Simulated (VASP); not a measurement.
# GaN (Fm-3m) in VASP: a series of runs, part 2 of 2

VASP 6.6.1.

## 3. Single point, HSE06

This run uses another cell than the first one, of 10.32 Å³/atom.

POSCAR

```
GaN
1.0
    0.0000000000      2.1771129849      2.1771129849
    2.1771129849      0.0000000000      2.1771129849
    2.1771129849      2.1771129849      0.0000000000
Ga N
1 1
Direct
    0.0000000000      0.0000000000      0.0000000000
    0.5000000000      0.5000000000      0.5000000000
```

INCAR.step1

```
SYSTEM = GaN
PREC = Accurate ; ENCUT = 520
EDIFF = 1E-5 ; ISMEAR = -1
SIGMA = 0.05 ; LREAL = .FALSE.
LASPH = .TRUE. ; NELM = 80
ALGO = Normal ; ISIF = 2
LWAVE = .TRUE. ; LCHARG = .FALSE.
NBANDS = 16 ; GGA = PE
```

INCAR.step2

```
SYSTEM = GaN
PREC = Accurate ; ENCUT = 520
EDIFF = 1E-7 ; ISMEAR = -1
SIGMA = 0.05 ; LREAL = .FALSE.
LASPH = .TRUE. ; NELM = 80
ALGO = Normal ; ISIF = 2
LWAVE = .FALSE. ; LCHARG = .FALSE.
GGA = PE ; LHFCALC = .TRUE.
HFSCREEN = 0.2079 ; PRECFOCK = Normal
NBANDS = 16 ; ISTART = 1
```

KPOINTS

```
regular mesh
0
G
  6 6 6
  0 0 0
```

Potentials or basis: VASP PAW PBE potentials, release 64 (Ga_d, N).

On the command line:

```console
cat potpaw_PBE.64/Ga_d/POTCAR potpaw_PBE.64/N/POTCAR > POTCAR
cp INCAR.step1 INCAR
mpirun -np 1 vasp_std > vasp.out
cp INCAR.step2 INCAR
mpirun -np 1 vasp_std > vasp.out
```

OUTCAR:

```text
SYSTEM = GaN
   PREC = Accurate
   ENCUT = 520
   EDIFF = 1E-7
   ISMEAR = -1
   LREAL = .FALSE.
   LASPH = .TRUE.
   NELM = 80
   ISIF = 2
   GGA = PE
   LHFCALC = .TRUE.
   HFSCREEN = 0.2079
   PRECFOCK = Normal
   ISTART = 1

 ion  position               nearest neighbor table
   1  0.000  0.000  0.000-   2 2.18   2 2.18   2 2.18   2 2.18   2 2.18   2 2.18
   2  0.500  0.500  0.500-   1 2.18   1 2.18   1 2.18   1 2.18   1 2.18   1 2.18

  LATTYP: Found a face centered cubic cell.
 ALAT       =     4.3542259698

  Lattice vectors:

 A1 = (   0.0000000000,   2.1771129849,   2.1771129849)
 A2 = (   2.1771129849,   0.0000000000,   2.1771129849)
 A3 = (   2.1771129849,   2.1771129849,   0.0000000000)

Analysis of symmetry for initial positions (statically):
=====================================================================
 Subroutine PRICEL returns:
 Original cell was already a primitive cell.

 Routine SETGRP: Setting up the symmetry group for a
 face centered cubic supercell.

 Subroutine GETGRP returns: Found 48 space group operations
 (whereof 48 operations were pure point group operations)
 out of a pool of 48 trial point group operations.

The static configuration has the point symmetry O_h .

Analysis of symmetry for dynamics (positions and initial velocities):
=====================================================================
 Subroutine PRICEL returns:
 Original cell was already a primitive cell.

 Routine SETGRP: Setting up the symmetry group for a
 face centered cubic supercell.

 Subroutine GETGRP returns: Found 48 space group operations
 (whereof 48 operations were pure point group operations)
 out of a pool of 48 trial point group operations.

The dynamic configuration has the point symmetry O_h .

 Subroutine INISYM returns: Found 48 space group operations
 (whereof 48 operations are pure point group operations),
 and found     1 'primitive' translations

----------------------------------------------------------------------------------------

                                     Primitive cell

  volume of cell :      20.6383

  direct lattice vectors                    reciprocal lattice vectors
     0.000000000  2.177112985  2.177112985    -0.229661944  0.229661944  0.229661944
     2.177112985  0.000000000  2.177112985     0.229661944 -0.229661944  0.229661944
     2.177112985  2.177112985  0.000000000     0.229661944  0.229661944 -0.229661944

  length of vectors
     3.078902710  3.078902710  3.078902710     0.397786155  0.397786155  0.397786155

  position of ions in fractional coordinates (direct lattice)
     0.000000000  0.000000000  0.000000000
     0.500000000  0.500000000  0.500000000

  ion indices of the primitive-cell ions
   primitive index   ion index
                 1           1
                 2           2

----------------------------------------------------------------------------------------

 KPOINTS: regular mesh

[... 23 lines left out ...]
            Coordinates               Weight
  0.000000  0.000000  0.000000      1.000000
  0.166667  0.000000  0.000000      8.000000
  0.333333  0.000000  0.000000      8.000000
  0.500000  0.000000  0.000000      4.000000
  0.166667  0.166667  0.000000      6.000000
  0.333333  0.166667  0.000000     24.000000
[... 8 lines left out ...]
 -0.333333  0.333333  0.166667     24.000000
 -0.333333  0.500000  0.166667     12.000000
   k-points           NKPTS =     16   k-points in BZ     NKDIM =    216   number of bands    NBANDS=     16
   number of dos      NEDOS =    301   number of ions     NIONS =      2
   total plane-waves  NPLWV =  13824
   dimension x,y,z NGX =    24 NGY =   24 NGZ =   24
   dimension x,y,z NGXF=    48 NGYF=   48 NGZF=   48
   ions per type =               1   1
   NGX,Y,Z   is equivalent  to a cutoff of  12.96, 12.96, 12.96 a.u.
   NGXF,Y,Z  is equivalent  to a cutoff of  25.92, 25.92, 25.92 a.u.
 SYSTEM =  GaN
   PREC   = accura    normal or accurate (medium, high low for compatibility)
   ISTART =      1    job   : 0-new  1-cont  2-samecut
   ICHARG =      0    charge: 1-file 2-atom 10-const
   ISPIN  =      1    spin polarized calculation?
   LNONCOLLINEAR =      F non collinear calculations
   LSORBIT =      F    spin-orbit coupling
   LASPH  =      T    aspherical Exc in radial PAW
   ENCUT  =  520.0 eV  38.22 Ry    6.18 a.u.   5.72  5.72  5.72*2*pi/ulx,y,z
   NELM   =     80;   NELMIN=  2; NELMDL=  0     # of ELM steps
   EDIFF  = 0.1E-06   stopping-criterion for ELM
   LREAL  =      F    real-space projection
   EDIFFG = 0.1E-05   stopping-criterion for IOM
   NSW    =      0    number of steps for IOM
   IBRION =     -1    ionic relax: 0-MD 1-quasi-New 2-CG
   NFREE  =      0    steps in history (QN), initial steepest desc. (CG)
   ISIF   =      2    stress and relaxation
   ISYM   =      3    0-nonsym 1-usesym 2-fastsym
   POTIM  = 0.5000    time-step for ionic-motion
   TEBEG  =    0.0;   TEEND  =   0.0 temperature during run
   PSTRESS=    0.0 pullay stress
   NELECT =      18.0000    total number of electrons
   NUPDOWN=      -1.0000    fix difference up-down
   EMIN   =  10.00;   EMAX   =-10.00  energy-range for DOS
   EFERMI =   0.00;   METHOD = LEGACY
   ISMEAR =    -1;   SIGMA  =   0.05  broadening in eV -4-tet -1-fermi 0-gaus
   EFERMI_NEDOS =   21; number of points for ismear=-14 and -15
   IALGO  =     38    algorithm
   IMIX   =      1    mixing-type and parameters
     AMIX     =   0.40;   BMIX     =  1.00
     AMIX_MAG =   1.60;   BMIX_MAG =  1.00
  volume/ion in A,a.u.               =      10.32        69.64
  Fermi-wavevector in a.u.,A,eV,Ry     =   1.564137  2.955790 33.286974  2.446524
  Thomas-Fermi vector in A             =   2.666805
   LORBIT       =      0    0 simple, 1 ext, 2 COOP (PROOUT), +10 PAW based schemes
   GGA     = PE    functional components
   LHFCALC =     T    Hartree Fock is set to
   PRECFOCK=normal    Normal, Fast or Accurate (Low or Medium for compatibility)
   ENCUT4O =  -1.0   cutoff for four orbital integrals eV
   NKREDX  =     1    reduce k-point grid by
   NKREDY  =     1    reduce k-point grid by
   NKREDZ  =     1    reduce k-point grid by
   AEXX    =    0.2500 exact exchange contribution
   HFSCREEN=    0.2079 screening length (either q_TF or 0.3 A-1)
   HFSCREENC=   0.2079 screening length for correlation (either q_TF or 0.3 A-1)
   ENCUTFOCK=  -1.0 apply spherical cutoff to Coloumb kernel
   IVDW    =     0    specifies the selected vdW correction
   LEPSILON=     F    determine dielectric tensor
   LRPA    =     F    only Hartree local field effects (RPA)
 non-spin polarized calculation
  energy-cutoff  :      520.00
  volume of cell :       20.64
 maximum number of plane-waves:       568
  NGX = 18; NGY = 18; NGZ = 18

 number of electron      17.9999988 magnetization

 Free energy of the ion-electron system (eV)
  ---------------------------------------------------
  ext. energy  EPLUGINS =         0.00000000
  ---------------------------------------------------
  free energy    TOTEN  =       -13.65179014 eV

  energy without entropy =      -13.65178962  energy(sigma->0) =      -13.65178988

 E-fermi :   6.7707     XC(G=0): -10.2714

 val. band max:        6.1439901822   @ k =  -0.1667   0.1667   0.0000
 cond. band min:       7.3275448897   @ k =   0.5000   0.5000   0.0000
 fundamental gap:      1.1835547075
 Fermi energy:         6.7707319773

 k-point     1 :       0.0000    0.0000    0.0000
  band No.  band energies     occupation
      1     -11.9433      2.00000
      2     -10.2721      2.00000
      3     -10.2721      2.00000
      4     -10.2721      2.00000
      5     -10.2453      2.00000
      6     -10.2453      2.00000
[... 281 lines left out ...]
      3     -10.2504      2.00000
      4     -10.1662      2.00000
      5     -10.0660      2.00000
      6      -6.8161      2.00000
[... 8 lines left out ...]
     15      28.6158      0.00000
     16      33.9485      0.00000

------------------------ aborting loop because EDIFF is reached ----------------------------------------

  FORCE on cell =-STRESS in cart. coord.  units (eV):
  Direction    XX          YY          ZZ          XY          YZ          ZX
  --------------------------------------------------------------------------------------
  -------------------------------------------------------------------------------------
  Total       -2.5329764     -2.5329764     -2.5329764     -0.0000000     -0.0000000      0.0000000
  in kB     -196.6386232   -196.6386232   -196.6386232     -0.0000000     -0.0000000      0.0000000
  external PRESSURE =    -196.6386232 kB  Pullay stress =       0.0000000 kB

 VOLUME and BASIS-vectors are now :
 -----------------------------------------------------------------------------
  energy-cutoff  :      520.00
  volume of cell :       20.64
      direct lattice vectors                 reciprocal lattice vectors
     0.000000000  2.177112985  2.177112985    -0.229661944  0.229661944  0.229661944
     2.177112985  0.000000000  2.177112985     0.229661944 -0.229661944  0.229661944
     2.177112985  2.177112985  0.000000000     0.229661944  0.229661944 -0.229661944

 POSITION                                       TOTAL-FORCE (eV/Angst)
 -----------------------------------------------------------------------------------
      0.00000      0.00000      0.00000         0.000000      0.000000      0.000000
      2.17711      2.17711      2.17711        -0.000000     -0.000000     -0.000000
 -----------------------------------------------------------------------------------
    total drift:                                0.000007      0.000016      0.000011

  FREE ENERGIE OF THE ION-ELECTRON SYSTEM (eV)
  ---------------------------------------------------
  free  energy   TOTEN  =       -13.6517901430 eV

  energy  without entropy=      -13.6517896221  energy(sigma->0) =      -13.65178988
```

Run time: 18 min. Hardware: 1 thread of AMD EPYC 9R45 (Zen 5), shared host; peak memory 0.22 GiB.

Results:

```yaml
Free_energy: -13.6518 eV
Pressure: -19.7 GPa
Band_gap_on_the_k_mesh: 1.18 eV (least direct gap 2.85 eV)
```

Caveat: the cell stands under tension; the PAW data sets were made with another functional, which shifts forces and pressure a little. A k mesh can miss the band edges.
